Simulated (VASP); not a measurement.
# Li3Ge4N (R-3m) in VASP: single point with PBE

Aim: the single point of Li3Ge4N with PBE.

Program: VASP 6.6.1. These are calculated values, not measurements. Logs are shortened: lines on timing, memory, paths and dates and some standing lists are left out, and cuts for length are marked.

### 1 The cell of the first run

Symmetry: R-3m, No. 166, trigonal system. Conventional cell: a = 3.597 Å, b = 3.597 Å, c = 33.837 Å, α = 90.00°, β = 90.00°, γ = 120.00°. Li (site symmetry 3m) has 3 N at 2.14 Å and 3 Li at 2.33 Å and 3 Ge at 2.74 Å within 2.8 Å. Within 3.7 Å of Li (site symmetry -3m) lie 8 Ge at 2.80 to 3.34 Å and 6 Li at 3.60 Å. Within 3.3 Å of Ge (site symmetry 3m) lie 3 Ge at 2.53 Å and 4 Li at 2.74 to 2.83 Å and 3 N at 3.10 Å. Within 3.3 Å of Ge (site symmetry 3m) lie 3 Ge at 2.53 Å and 4 Li at 2.80 to 3.23 Å. Within 2.8 Å of N (site symmetry -3m) lie 6 Li at 2.14 Å.

### 2 Single point, PBE

Input file INCAR:

```
SYSTEM = Li3Ge4N
ALGO = Normal
EDIFF = 1E-7
ENCUT = 520
GGA = PE
ISIF = 2
ISMEAR = 0
LASPH = .TRUE.
LCHARG = .TRUE.
LELF = .TRUE.
LREAL = .FALSE.
LVHAR = .TRUE.
LWAVE = .FALSE.
NBANDS = 45
NELM = 80
PREC = Accurate
SIGMA = 0.2
```

Input file KPOINTS:

```
k-points
0
G
  5 5 5
  0 0 0
```

Input file POSCAR:

```
Li3Ge4N
1.0
    1.7985562069      1.0383969121     11.2791432714
   -1.7985562069      1.0383969121     11.2791432714
    0.0000000000     -2.0767938185     11.2791432719
Li Ge N
3 4 1
Direct
    0.1821151363      0.1821151363      0.1821151363
    0.8178848637      0.8178848637      0.8178848637
    0.0000000000      0.0000000000      0.0000000000
    0.0986073968      0.0986073968      0.0986073968
    0.9013926032      0.9013926032      0.9013926032
    0.2776214392      0.2776214392      0.2776214392
    0.7223785608      0.7223785608      0.7223785608
    0.5000000000      0.5000000000      0.5000000000
```

Potentials or basis: VASP PAW PBE potentials, release 64 (Li_sv, Ge_d, N).

Command:

```sh
$ cat potpaw_PBE.64/Li_sv/POTCAR potpaw_PBE.64/Ge_d/POTCAR potpaw_PBE.64/N/POTCAR > POTCAR
$ mpirun -np 1 vasp_std > vasp.out
```

OUTCAR:

```text
SYSTEM = Li3Ge4N
   EDIFF = 1E-7
   ENCUT = 520
   GGA = PE
   ISIF = 2
   ISMEAR = 0
   LASPH = .TRUE.
   LREAL = .FALSE.
   NELM = 80
   PREC = Accurate

 ion  position               nearest neighbor table
   1  0.182  0.182  0.182-   8 2.14   8 2.14   8 2.14   2 2.33   2 2.33   2 2.33   5 2.74   5 2.74
                             5 2.74
   2  0.818  0.818  0.818-   8 2.14   8 2.14   8 2.14   1 2.33   1 2.33   1 2.33   4 2.74   4 2.74
                             4 2.74
   3  0.000  0.000  0.000-
   4  0.099  0.099  0.099-   7 2.53   7 2.53   7 2.53   2 2.74   2 2.74   2 2.74
   5  0.901  0.901  0.901-   6 2.53   6 2.53   6 2.53   1 2.74   1 2.74   1 2.74
   6  0.278  0.278  0.278-   5 2.53   5 2.53   5 2.53
   7  0.722  0.722  0.722-   4 2.53   4 2.53   4 2.53
   8  0.500  0.500  0.500-   1 2.14   2 2.14   1 2.14   1 2.14   2 2.14   2 2.14

  LATTYP: Found a trigonal (rhomboedric) cell.
 ALAT       =    11.4687464665
 COS(alpha) =     0.9508134773

  Lattice vectors:

 A1 = (   1.7985562069,   1.0383969121,  11.2791432714)
 A2 = (  -1.7985562069,   1.0383969121,  11.2791432714)
 A3 = (   0.0000000000,  -2.0767938185,  11.2791432719)

Analysis of symmetry for initial positions (statically):
=====================================================================
 Subroutine PRICEL returns:
 Original cell was already a primitive cell.

 Routine SETGRP: Setting up the symmetry group for a
 trigonal (rhombohedral) supercell.

 Subroutine GETGRP returns: Found 12 space group operations
 (whereof 12 operations were pure point group operations)
 out of a pool of 12 trial point group operations.

The static configuration has the point symmetry D_3d.

Analysis of symmetry for dynamics (positions and initial velocities):
=====================================================================
 Subroutine PRICEL returns:
 Original cell was already a primitive cell.

 Routine SETGRP: Setting up the symmetry group for a
 trigonal (rhombohedral) supercell.

 Subroutine GETGRP returns: Found 12 space group operations
 (whereof 12 operations were pure point group operations)
 out of a pool of 12 trial point group operations.

The dynamic configuration has the point symmetry D_3d.

 Subroutine INISYM returns: Found 12 space group operations
 (whereof 12 operations are pure point group operations),
 and found     1 'primitive' translations

[... 106 lines left out ...]
   ISIF   =      2    stress and relaxation
   ISYM   =      2    0-nonsym 1-usesym 2-fastsym
   POTIM  = 0.5000    time-step for ionic-motion
   TEBEG  =    0.0;   TEEND  =   0.0 temperature during run
   PSTRESS=    0.0 pullay stress
   NELECT =      70.0000    total number of electrons
   NUPDOWN=      -1.0000    fix difference up-down
   EMIN   =  10.00;   EMAX   =-10.00  energy-range for DOS
   EFERMI =   0.00;   METHOD = LEGACY
   ISMEAR =     0;   SIGMA  =   0.20  broadening in eV -4-tet -1-fermi 0-gaus
   EFERMI_NEDOS =   21; number of points for ismear=-14 and -15
   IALGO  =     38    algorithm
   IMIX   =      4    mixing-type and parameters
     AMIX     =   0.40;   BMIX     =  1.00
     AMIX_MAG =   1.60;   BMIX_MAG =  1.00
  volume/ion in A,a.u.               =      15.80       106.62
  Fermi-wavevector in a.u.,A,eV,Ry     =   1.344423  2.540591 24.592165  1.807473
  Thomas-Fermi vector in A             =   2.472418
   LORBIT       =      0    0 simple, 1 ext, 2 COOP (PROOUT), +10 PAW based schemes
   GGA     = PE    functional components
   LHFCALC =     F    Hartree Fock is set to
   AEXX    =    0.0000 exact exchange contribution
   IVDW    =     0    specifies the selected vdW correction
   LEPSILON=     F    determine dielectric tensor
   LRPA    =     F    only Hartree local field effects (RPA)
 non-spin polarized calculation
 Gauss-broadening in eV      SIGMA  =   0.20
  energy-cutoff  :      520.00
  volume of cell :      126.39
 maximum number of plane-waves:      3438
 NGX is ok and might be reduce to    90
   NGX = 43   NGY = 43   NGZ = 43

 number of electron      69.9999991 magnetization

 Free energy of the ion-electron system (eV)
  ---------------------------------------------------
  ext. energy  EPLUGINS =         0.00000000
  ---------------------------------------------------
  free energy    TOTEN  =       -31.29594313 eV

  energy without entropy =      -31.22038806  energy(sigma->0) =      -31.25816559

 E-fermi :   4.2552     XC(G=0): -10.0605

 val. band max:        4.2215712810   @ k =   0.4000   0.0000   0.0000
 cond. band min:       4.2600402538   @ k =  -0.4000   0.2000   0.0000
 fundamental gap:      0.0384689729
 Fermi energy:         4.2551787018

 k-point     1 :       0.0000    0.0000    0.0000
  band No.  band energies     occupation
      1     -42.1778      2.00000
      2     -40.5118      2.00000
      3     -40.3624      2.00000
      4     -20.2832      2.00000
      5     -20.2832      2.00000
      6     -20.2831      2.00000
[... 901 lines left out ...]
     44      10.4822      0.00000
     45      11.3538      0.00000

------------------------ aborting loop because EDIFF is reached ----------------------------------------

  FORCE on cell =-STRESS in cart. coord.  units (eV):
  Direction    XX          YY          ZZ          XY          YZ          ZX
  --------------------------------------------------------------------------------------
  -------------------------------------------------------------------------------------
  Total        0.2339189      0.2339189      0.1506668      0.0000000     -0.0000000      0.0000000
  in kB        2.9652487      2.9652487      1.9099116      0.0000000     -0.0000000      0.0000000
  external PRESSURE =       2.6134697 kB  Pullay stress =       0.0000000 kB

 VOLUME and BASIS-vectors are now :
 -----------------------------------------------------------------------------
  energy-cutoff  :      520.00
  volume of cell :      126.39
      direct lattice vectors                 reciprocal lattice vectors
     1.798556207  1.038396912 11.279143271     0.278000764  0.160503816  0.029553072
    -1.798556207  1.038396912 11.279143271    -0.278000764  0.160503816  0.029553072
     0.000000000 -2.076793819 11.279143272     0.000000000 -0.321007632  0.029553072

 POSITION                                       TOTAL-FORCE (eV/Angst)
 -----------------------------------------------------------------------------------
      0.00000      0.00000      6.16231        -0.000000      0.000000      0.005323
      0.00000      0.00000     27.67512        -0.000000     -0.000000     -0.005323
      0.00000      0.00000      0.00000        -0.000000     -0.000000     -0.000000
      0.00000      0.00000      3.33662        -0.000000      0.000000      0.041632
      0.00000      0.00000     30.50081        -0.000000     -0.000000     -0.041632
      0.00000      0.00000      9.39400        -0.000000      0.000000      0.018146
      0.00000      0.00000     24.44343        -0.000000     -0.000000     -0.018146
      0.00000      0.00000     16.91871         0.000000     -0.000000     -0.000000
 -----------------------------------------------------------------------------------
    total drift:                                0.000000     -0.000000      0.000000

  FREE ENERGIE OF THE ION-ELECTRON SYSTEM (eV)
  ---------------------------------------------------
  free  energy   TOTEN  =       -31.2959431254 eV

  energy  without entropy=      -31.2203880566  energy(sigma->0) =      -31.25816559
```

stdout:

```text
POSCAR found type information on POSCAR LiGeN
 POSCAR found :  3 types and       8 ions
 scaLAPACK will be used
 LDA part: xc-table for (Slater+PW92), standard interpolation
 POSCAR, INCAR and KPOINTS ok, starting setup
 FFT: planning ... GRIDC
 FFT: planning ... GRID_SOFT
 FFT: planning ... GRID
 WAVECAR not read
 entering main loop
```

It took 38 min on 1 thread of Intel Xeon Platinum 8259CL at 2.50GHz (Skylake/Cascade Lake), shared host; peak memory 1.3 GiB.

Results:

- Free energy: -31.2959 eV
- Largest force: 0.042 eV/Å
- Band gap on the k mesh: zero (band 35 reaches 5.95 eV, above the bottom of band 36 at 3.49 eV)

Forces in eV/Å, atoms in the order of the input:
```
Li   0.000  0.000  0.005
Li   0.000  0.000 -0.005
Li   0.000  0.000  0.000
Ge   0.000  0.000  0.042
Ge   0.000  0.000 -0.042
Ge   0.000  0.000  0.018
Ge   0.000  0.000 -0.018
N    0.000  0.000  0.000
```

Levels at points of the mesh, in eV from the Fermi level:
| k point | band 33 | band 34 | band 35 | band 36 | band 37 | band 38 |
| --- | --- | --- | --- | --- | --- | --- |
| (0.00, 0.00, 0.00) | 1.64 | 1.64 | 1.69 | 1.69 | 2.12 | 4.05 |

Caveat: the k points lie up to 0.41 Å⁻¹ apart; the cutoff is under 1.25 times the usual one of these potentials, so pressure, stress and relaxed cells hold a basis-set (Pulay) error.
